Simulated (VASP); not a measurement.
# Al2GaP3 (P3m1) in VASP: a series of runs

The runs below take Al2GaP3 through single point, relaxation of cell and atoms, with PBE.

All numbers are computed with VASP 6.6.1; they aren't measurements. Logs are shortened: lines on timing, memory, paths and dates and some standing lists are left out, and cuts for length are marked.

### Step 1. The cell of the first run

The structure is trigonal, space group P3m1 (No. 156). Conventional cell: a = 3.891 Å, b = 3.891 Å, c = 9.498 Å, α = 90.00°, β = 90.00°, γ = 120.00°. Al (site symmetry 3m) has 4 P at 2.38 Å within 3.1 Å. Within 3.1 Å of Al (site symmetry 3m) lie 4 P at 2.38 Å. Ga (site symmetry 3m) has 4 P at 2.38 Å within 3.1 Å. P (site symmetry 3m) has 3 Al at 2.38 Å and 1 Ga at 2.38 Å within 3.1 Å. P (site symmetry 3m) has 1 Al at 2.38 Å and 3 Ga at 2.38 Å within 3.1 Å. P (site symmetry 3m) has 4 Al at 2.38 Å within 3.1 Å.

### Step 2. Single point, PBE

The input, INCAR:

```
SYSTEM = Al2GaP3
PREC     = Accurate       ! precision mode
ENCUT    = 520            ! plane-wave cutoff, eV
EDIFF    = 1E-6           ! SCF threshold, eV
ISMEAR   = 0              ! smearing method
SIGMA    = 0.2            ! smearing width, eV
LREAL    = .False.        ! projectors in reciprocal space
LASPH    = .True.         ! aspherical terms in the spheres
NELM     = 80             ! most SCF steps
ALGO     = Normal         ! electronic algorithm
ISIF     = 2              ! what is computed and relaxed
LWAVE    = .False.        ! write WAVECAR
LCHARG   = .False.        ! write CHGCAR
GGA      = PE             ! functional
NBANDS   = 26             ! bands
```

The input, KPOINTS:

```
regular mesh
0
Gamma
  5 5 2
  0 0 0
```

The input, POSCAR:

```
Al2GaP3
1.0
    3.8911435802      0.0000000000      0.0000000000
   -1.9455717901      3.3698291903      0.0000000000
    0.0000000000      0.0000000000      9.4979226103
Al Ga P
2 1 3
Direct
    0.3333333333      0.6666666667      0.3329845507
    0.6666666667      0.3333333333      0.6662466981
    0.0000000000      0.0000000000     -0.0000505668
    0.0000000000      0.0000000000      0.2507398965
    0.6666666667      0.3333333333      0.9164228416
    0.3333333333      0.6666666667      0.5836565799
```

Potentials or basis: VASP PAW PBE potentials, release 64 (Al, Ga_d, P).

The run is started by

```
$ cat potpaw_PBE.64/Al/POTCAR potpaw_PBE.64/Ga_d/POTCAR potpaw_PBE.64/P/POTCAR > POTCAR
$ mpirun -np 1 vasp_std > vasp.out
```

OUTCAR:

```text
SYSTEM = Al2GaP3
   PREC = Accurate
   ENCUT = 520
   EDIFF = 1E-6
   ISMEAR = 0
   LREAL = .False.
   LASPH = .True.
   NELM = 80
   ISIF = 2
   GGA = PE

 ion  position               nearest neighbor table
   1  0.333  0.667  0.333-   4 2.38   4 2.38   4 2.38   6 2.38
   2  0.667  0.333  0.666-   5 2.38   6 2.38   6 2.38   6 2.38
   3  0.000  0.000  1.000-   4 2.38   5 2.38   5 2.38   5 2.38
   4  0.000  0.000  0.251-   1 2.38   1 2.38   1 2.38   3 2.38
   5  0.667  0.333  0.916-   2 2.38   3 2.38   3 2.38   3 2.38
   6  0.333  0.667  0.584-   2 2.38   2 2.38   2 2.38   1 2.38

  LATTYP: Found a hexagonal cell.
 ALAT       =     3.8911435802
 C/A-ratio  =     2.4409077729

  Lattice vectors:

 A1 = (   3.8911435802,   0.0000000000,   0.0000000000)
 A2 = (  -1.9455717901,   3.3698291903,   0.0000000000)
 A3 = (   0.0000000000,   0.0000000000,   9.4979226103)

Analysis of symmetry for initial positions (statically):
=====================================================================
 Subroutine PRICEL returns:
 Original cell was already a primitive cell.

 Routine SETGRP: Setting up the symmetry group for a
 hexagonal supercell.

 Subroutine GETGRP returns: Found  6 space group operations
 (whereof  6 operations were pure point group operations)
 out of a pool of 24 trial point group operations.

The static configuration has the point symmetry C_3v.

Analysis of symmetry for dynamics (positions and initial velocities):
=====================================================================
 Subroutine PRICEL returns:
 Original cell was already a primitive cell.

 Routine SETGRP: Setting up the symmetry group for a
 hexagonal supercell.

 Subroutine GETGRP returns: Found  6 space group operations
 (whereof  6 operations were pure point group operations)
 out of a pool of 24 trial point group operations.

The dynamic configuration has the point symmetry C_3v.

 Subroutine INISYM returns: Found  6 space group operations
 (whereof  6 operations are pure point group operations),
 and found     1 'primitive' translations

----------------------------------------------------------------------------------------

                                     Primitive cell

  volume of cell :     124.5414

  direct lattice vectors                    reciprocal lattice vectors
     3.891143580  0.000000000  0.000000000     0.256993858  0.148375473  0.000000000
    -1.945571790  3.369829190  0.000000000     0.000000000  0.296750946  0.000000000
     0.000000000  0.000000000  9.497922610     0.000000000  0.000000000  0.105286181

  length of vectors
     3.891143580  3.891143580  9.497922610     0.296750946  0.296750946  0.105286181

  position of ions in fractional coordinates (direct lattice)
     0.333333333  0.666666667  0.332984551
     0.666666667  0.333333333  0.666246698
     0.000000000  0.000000000  0.999949433
     0.000000000  0.000000000  0.250739897
     0.666666667  0.333333333  0.916422842
     0.333333333  0.666666667  0.583656580

  ion indices of the primitive-cell ions
   primitive index   ion index
                 1           1
                 2           2
                 3           3
                 4           4
                 5           5
                 6           6

----------------------------------------------------------------------------------------

 KPOINTS: regular mesh

Automatic generation of k-mesh.
 Grid dimensions read from file:
 generate k-points for:    5    5    2

 Generating k-lattice:

  Cartesian coordinates                     Fractional coordinates (reciprocal lattice)
     0.051398772  0.029675095  0.000000000     0.200000000 -0.000000000  0.000000000
     0.000000000  0.059350189  0.000000000     0.000000000  0.200000000  0.000000000
     0.000000000  0.000000000  0.052643091     0.000000000  0.000000000  0.500000000

  Length of vectors
     0.059350189  0.059350189  0.052643091

  Shift w.r.t. Gamma in fractional coordinates (k-lattice)
     0.000000000  0.000000000  0.000000000

 Subroutine IBZKPT returns following result:
 ===========================================

 Found     10 irreducible k-points:

 Following reciprocal coordinates:
            Coordinates               Weight
  0.000000  0.000000  0.000000      1.000000
  0.200000  0.000000  0.000000      6.000000
  0.400000  0.000000  0.000000      6.000000
  0.200000  0.200000  0.000000      6.000000
  0.400000  0.200000  0.000000      6.000000
  0.000000  0.000000  0.500000      1.000000
  0.200000  0.000000  0.500000      6.000000
  0.400000  0.000000  0.500000      6.000000
  0.200000  0.200000  0.500000      6.000000
  0.400000  0.200000  0.500000      6.000000
   k-points           NKPTS =     10   k-points in BZ     NKDIM =     10   number of bands    NBANDS=     26
   number of dos      NEDOS =    301   number of ions     NIONS =      6
   total plane-waves  NPLWV =  64800
   dimension x,y,z NGX =    30 NGY =   30 NGZ =   72
   dimension x,y,z NGXF=    60 NGYF=   60 NGZF=  144
   ions per type =               2   1   3
   NGX,Y,Z   is equivalent  to a cutoff of  12.82, 12.82, 12.60 a.u.
   NGXF,Y,Z  is equivalent  to a cutoff of  25.63, 25.63, 25.20 a.u.
 SYSTEM =  Al2GaP3
   PREC   = accura    normal or accurate (medium, high low for compatibility)
   ISTART =      0    job   : 0-new  1-cont  2-samecut
   ICHARG =      2    charge: 1-file 2-atom 10-const
   ISPIN  =      1    spin polarized calculation?
   LNONCOLLINEAR =      F non collinear calculations
   LSORBIT =      F    spin-orbit coupling
   LASPH  =      T    aspherical Exc in radial PAW
   ENCUT  =  520.0 eV  38.22 Ry    6.18 a.u.   7.23  7.23 17.66*2*pi/ulx,y,z
   NELM   =     80;   NELMIN=  2; NELMDL= -5     # of ELM steps
   EDIFF  = 0.1E-05   stopping-criterion for ELM
   LREAL  =      F    real-space projection
[... 7 lines left out ...]
   TEBEG  =    0.0;   TEEND  =   0.0 temperature during run
   PSTRESS=    0.0 pullay stress
   NELECT =      34.0000    total number of electrons
   NUPDOWN=      -1.0000    fix difference up-down
   EMIN   =  10.00;   EMAX   =-10.00  energy-range for DOS
   EFERMI =   0.00;   METHOD = LEGACY
   ISMEAR =     0;   SIGMA  =   0.20  broadening in eV -4-tet -1-fermi 0-gaus
   EFERMI_NEDOS =   21; number of points for ismear=-14 and -15
   IALGO  =     38    algorithm
   IMIX   =      4    mixing-type and parameters
     AMIX     =   0.40;   BMIX     =  1.00
     AMIX_MAG =   1.60;   BMIX_MAG =  1.00
  volume/ion in A,a.u.               =      20.76       140.07
  Fermi-wavevector in a.u.,A,eV,Ry     =   1.062013  2.006914 15.345628  1.127872
  Thomas-Fermi vector in A             =   2.197449
   LORBIT       =      0    0 simple, 1 ext, 2 COOP (PROOUT), +10 PAW based schemes
   GGA     = PE    functional components
   LHFCALC =     F    Hartree Fock is set to
   AEXX    =    0.0000 exact exchange contribution
   IVDW    =     0    specifies the selected vdW correction
   LEPSILON=     F    determine dielectric tensor
   LRPA    =     F    only Hartree local field effects (RPA)
 non-spin polarized calculation
 Gauss-broadening in eV      SIGMA  =   0.20
  energy-cutoff  :      520.00
  volume of cell :      124.54
 maximum number of plane-waves:      3389
 NGX is ok and might be reduce to    30
   NGX = 15   NGY = 15   NGZ = 35

 number of electron      34.0000005 magnetization

 Free energy of the ion-electron system (eV)
  ---------------------------------------------------
  ext. energy  EPLUGINS =         0.00000000
  ---------------------------------------------------
  free energy    TOTEN  =       -29.82358185 eV

  energy without entropy =      -29.82358185  energy(sigma->0) =      -29.82358185

 E-fermi :   5.2915     XC(G=0):  -9.3243

 val. band max:        4.4259138201   @ k =   0.0000   0.0000   0.0000
 cond. band min:       6.2458339986   @ k =   0.4000   0.0000   0.0000
 fundamental gap:      1.8199201785
 Fermi energy:         5.2914732995

 k-point     1 :       0.0000    0.0000    0.0000
  band No.  band energies     occupation
      1      -9.8612      2.00000
      2      -9.8091      2.00000
      3      -9.8091      2.00000
      4      -9.7321      2.00000
      5      -9.7321      2.00000
      6      -7.3211      2.00000
[... 18 lines left out ...]
     25       9.2553      0.00000
     26       9.4236      0.00000

 k-point     2 :       0.2000    0.0000    0.0000
  band No.  band energies     occupation
      1      -9.8634      2.00000
      2      -9.8150      2.00000
      3      -9.7977      2.00000
      4      -9.7382      2.00000
      5      -9.7300      2.00000
      6      -6.9175      2.00000
[... 18 lines left out ...]
     25       9.9969      0.00000
     26      10.1223      0.00000

 k-point     3 :       0.4000    0.0000    0.0000
  band No.  band energies     occupation
      1      -9.8818      2.00000
      2      -9.8100      2.00000
      3      -9.7830      2.00000
      4      -9.7465      2.00000
      5      -9.7228      2.00000
      6      -5.8966      2.00000
[... 18 lines left out ...]
     25      10.5067      0.00000
     26      10.9531      0.00000

 k-point     4 :       0.2000    0.2000    0.0000
  band No.  band energies     occupation
      1      -9.8724      2.00000
      2      -9.8143      2.00000
      3      -9.7873      2.00000
      4      -9.7425      2.00000
      5      -9.7279      2.00000
      6      -6.1903      2.00000
[... 18 lines left out ...]
     25      10.0425      0.00000
     26      10.2088      0.00000

 k-point     5 :       0.4000    0.2000    0.0000
  band No.  band energies     occupation
      1      -9.8794      2.00000
      2      -9.8097      2.00000
      3      -9.7846      2.00000
      4      -9.7428      2.00000
      5      -9.7275      2.00000
      6      -5.2798      2.00000
[... 18 lines left out ...]
     25      11.2578      0.00000
     26      11.9305      0.00000

 k-point     6 :       0.0000    0.0000    0.5000
  band No.  band energies     occupation
      1      -9.8613      2.00000
      2      -9.8091      2.00000
      3      -9.8091      2.00000
      4      -9.7321      2.00000
      5      -9.7321      2.00000
      6      -7.1266      2.00000
[... 18 lines left out ...]
     25       9.2417      0.00000
     26       9.2418      0.00000

 k-point     7 :       0.2000    0.0000    0.5000
  band No.  band energies     occupation
      1      -9.8635      2.00000
      2      -9.8149      2.00000
      3      -9.7977      2.00000
      4      -9.7382      2.00000
      5      -9.7300      2.00000
      6      -6.7224      2.00000
[... 18 lines left out ...]
     25      10.4714      0.00000
     26      10.5761      0.00000

 k-point     8 :       0.4000    0.0000    0.5000
  band No.  band energies     occupation
      1      -9.8819      2.00000
      2      -9.8100      2.00000
      3      -9.7830      2.00000
      4      -9.7465      2.00000
      5      -9.7228      2.00000
      6      -5.7751      2.00000
[... 18 lines left out ...]
     25      12.1446      0.00000
     26      12.5384      0.00000

 k-point     9 :       0.2000    0.2000    0.5000
  band No.  band energies     occupation
      1      -9.8725      2.00000
      2      -9.8143      2.00000
      3      -9.7873      2.00000
      4      -9.7425      2.00000
      5      -9.7279      2.00000
      6      -6.0056      2.00000
[... 18 lines left out ...]
     25      10.1576      0.00000
     26      10.6127      0.00000

 k-point    10 :       0.4000    0.2000    0.5000
  band No.  band energies     occupation
      1      -9.8794      2.00000
      2      -9.8097      2.00000
      3      -9.7846      2.00000
      4      -9.7428      2.00000
      5      -9.7275      2.00000
      6      -5.3341      2.00000
[... 18 lines left out ...]
     25      10.4351      0.00000
     26      10.6565      0.00000

------------------------ aborting loop because EDIFF is reached ----------------------------------------

  FORCE on cell =-STRESS in cart. coord.  units (eV):
  Direction    XX          YY          ZZ          XY          YZ          ZX
  --------------------------------------------------------------------------------------
  -------------------------------------------------------------------------------------
  Total        0.3577178      0.3577178      0.3916442     -0.0000000      0.0000000      0.0000000
  in kB        4.6019018      4.6019018      5.0383525     -0.0000000      0.0000000      0.0000000
  external PRESSURE =       4.7473853 kB  Pullay stress =       0.0000000 kB

 VOLUME and BASIS-vectors are now :
 -----------------------------------------------------------------------------
  energy-cutoff  :      520.00
  volume of cell :      124.54
      direct lattice vectors                 reciprocal lattice vectors
     3.891143580  0.000000000  0.000000000     0.256993858  0.148375473  0.000000000
    -1.945571790  3.369829190  0.000000000     0.000000000  0.296750946  0.000000000
     0.000000000  0.000000000  9.497922610     0.000000000  0.000000000  0.105286181

 POSITION                                       TOTAL-FORCE (eV/Angst)
 -----------------------------------------------------------------------------------
     -0.00000      2.24655      3.16266        -0.000000      0.000000      0.001556
      1.94557      1.12328      6.32796         0.000000     -0.000000      0.020633
      0.00000      0.00000      9.49744        -0.000000      0.000000      0.008758
      0.00000      0.00000      2.38151         0.000000      0.000000      0.008969
      1.94557      1.12328      8.70411         0.000000      0.000000     -0.035407
     -0.00000      2.24655      5.54353         0.000000     -0.000000     -0.004509
 -----------------------------------------------------------------------------------
    total drift:                               -0.000002      0.000001     -0.000191

  FREE ENERGIE OF THE ION-ELECTRON SYSTEM (eV)
  ---------------------------------------------------
  free  energy   TOTEN  =       -29.8235818506 eV

  energy  without entropy=      -29.8235818506  energy(sigma->0) =      -29.82358185
```

Run time: 20 s. Hardware: 1 thread of Intel Xeon 6975P-C (Granite Rapids), shared host; peak memory 0.24 GiB.

What came out:

| Item | Value |
| --- | --- |
| Free energy | -29.8236 eV |
| Pressure | 0.5 GPa |
| Largest force | 0.035 eV/Å |
| Band gap on the k mesh | 1.82 eV, indirect (least direct gap 2.00 eV) |

Forces on the atoms (eV/Å):
```
Al   0.000  0.000  0.002
Al   0.000  0.000  0.021
Ga   0.000  0.000  0.009
P    0.000  0.000  0.009
P    0.000  0.000 -0.035
P    0.000  0.000 -0.005
```

A k mesh can miss the band edges. PBE gaps usually lie below the measured ones, often by a third to a half.

### Step 3. Relaxation of cell and atoms, PBE

This run uses another cell than the first one, of 20.34 Å³/atom, 0.980 times its volume.

The input, INCAR:

```
PREC = Accurate
ENCUT = 600
EDIFF = 1E-7
ISMEAR = 0
SIGMA = 0.2
LREAL = False
LASPH = True
NELM = 80
ALGO = Normal
ISIF = 3
LWAVE = False
LCHARG = False
GGA = PE
IBRION = 2
NSW = 36
EDIFFG = -0.08
```

The input, KPOINTS:

```
Automatic mesh
0
Gamma
  5 5 2
```

The input, POSCAR:

```
Al2GaP3
1.0
    3.8600000000      0.0000000000      0.0000000000
   -1.9300000000      3.3428580600      0.0000000000
    0.0000000000      0.0000000000      9.4600000000
Al Ga P
2 1 3
Direct
    0.3333333300      0.6666666700      0.3333000000
    0.6666666700      0.3333333300      0.6667000000
    0.0000000000      0.0000000000      0.0000000000
    0.0000000000      0.0000000000      0.2500000000
    0.6666666700      0.3333333300      0.9167000000
    0.3333333300      0.6666666700      0.5833000000
```

Potentials or basis: VASP PAW PBE potentials, release 64 (Al, Ga_d, P).

The run is started by

```
$ cat potpaw_PBE.64/Al/POTCAR potpaw_PBE.64/Ga_d/POTCAR potpaw_PBE.64/P/POTCAR > POTCAR
$ mpirun -np 1 vasp_std > vasp.out
```

Wall time 49 s (1 thread of Intel Xeon 6975P-C (Granite Rapids), shared host); peak memory 0.29 GiB.

It converged, with:

```yaml
Free_energy: -29.8246 eV
Relaxed_volume: 20.88 Å³/atom
Relaxed_cell: a = 3.896 Å, b = 3.896 Å, c = 9.533 Å, α = 90.00°, β = 90.00°, γ = 120.00°
Space_group_after_relaxing_to_0.05_Å: P3m1 (No. 156)
Energy_gained_by_relaxing: 3.7 meV/atom
Ionic_steps: 3
Pressure_after_relaxing: 0.0 GPa
Largest_force_after_relaxing: 0.055 eV/Å
Band_gap_on_the_k_mesh: 1.83 eV, indirect (least direct gap 1.97 eV)
```

Forces in eV/Å, atoms in the order of the input:
```
Al   0.000  0.000 -0.025
Al   0.000  0.000 -0.019
Ga   0.000  0.000  0.000
P    0.000  0.000  0.055
P    0.000  0.000 -0.035
P    0.000  0.000  0.025
```

Stress tensor (GPa, compression positive):
```
 0.03  0.00  0.00
 0.00  0.03  0.00
 0.00  0.00 -0.10
```

Step by step:
```
step  energy change (eV)  largest force (eV/Å)  pressure (GPa)  volume (Å³)
   1              0.0000                0.0819            2.21       122.07
   2             -0.0156                0.0504           -1.13       127.09
   3             -0.0221                0.0551           -0.01       125.29
```

Final structure:
```cif
data_structure
_symmetry_space_group_name_H-M 'P 1'
_symmetry_Int_Tables_number 1
_cell_length_a 3.8957
_cell_length_b 3.8957
_cell_length_c 9.5327
_cell_angle_alpha 90.000
_cell_angle_beta 90.000
_cell_angle_gamma 120.000
_cell_volume 125.29
loop_
_atom_site_label
_atom_site_type_symbol
_atom_site_fract_x
_atom_site_fract_y
_atom_site_fract_z
_atom_site_occupancy
Al1 Al 0.33333 0.66667 0.33315 1
Al2 Al 0.66667 0.33333 0.66675 1
Ga1 Ga 0.00000 0.00000 0.00006 1
P1 P 0.00000 0.00000 0.25021 1
P2 P 0.66667 0.33333 0.91643 1
P3 P 0.33333 0.66667 0.58340 1
```

Levels at points of the mesh, in eV from the valence-band top:
```tsv
k point	band 15	band 16	band 17	band 18	band 19	band 20
(0.00, 0.00, 0.00)	-0.03	0.00	0.00	1.97	2.75	2.91
(0.00, 0.00, 0.50)	-0.43	-0.17	-0.17	2.10	3.00	3.31
```

Caveat: the relaxation stopped at a loose force limit of 0.08 eV/Å, so its end isn't a converged minimum. A k mesh can miss the band edges.
